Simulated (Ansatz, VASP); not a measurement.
## One calculation of Fe, two programs

```
Fe
1.0
    -1.37894    1.37894    1.37894
     1.37894   -1.37894    1.37894
     1.37894    1.37894   -1.37894
Fe
1
Direct
  0.00000 0.00000 0.00000
```

Alike in both runs: task single point; functional PBE; k mesh 8 × 8 × 8; collinear spin.

```csv
,VASP,Ansatz
version,VASP 6.6.1,Ansatz 0.2 development build
potentials or method,"VASP PAW PBE potentials, release 64 (Fe)","PAW hard, scalar-relativistic"
plane-wave cutoff (eV),600,844
occupations,"fermi-dirac, width 0.1 eV",fermi-dirac
```

```csv
,VASP,Ansatz,Ansatz less VASP
net moment per atom (μB),2.00,1.99,-0.006
size of the moment on the site where the two differ most (μB),1.98,2.03,+0.050
```

Site moments also hang on the region over which each program counts them. Ansatz's warnings: negative dielectric reading.

The k mesh is coarse, so the values compare programs but aren't converged.
